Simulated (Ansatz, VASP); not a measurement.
AlB2P3: VASP beside Ansatz

```
CELL_PARAMETERS angstrom
4.36705 0.00000 0.00000
-2.18353 3.78198 0.00000
0.00000 0.00000 4.43661
ATOMIC_POSITIONS crystal
Al 0.00000 0.00000 0.00000
B 0.33333 0.66667 0.50000
B 0.66667 0.33333 0.50000
P 0.33333 0.66667 0.00000
P 0.66667 0.33333 0.00000
P 0.00000 0.00000 0.50000
```

Alike in both runs: functional PBE; k mesh 12 × 12 × 8; occupations gaussian, width 0.1 eV; no spin polarisation.

Ansatz relaxed the structure, and its values are those at the end. VASP's run is a single point on that final structure, the one shown.

|  | VASP | Ansatz |
| --- | --- | --- |
| version | VASP 6.6.1 | Ansatz 0.2.0 |
| potentials or method | VASP PAW PBE potentials, release 64 (Al, B, P), cutoff 520 eV | scalar-relativistic, plane waves, PAW |
| valence electrons in the cell | 24 | 24 |

VASP gave:

* gap on the k mesh at the Fermi level (eV): none
* pressure (GPa): -0.2

**Question.** Estimate Ansatz's values.

**Answer.** gap on the k mesh at the Fermi level (eV): none; pressure (GPa): 0.0.

A gap of «none» marks a metal or a gap that the smearing closes.
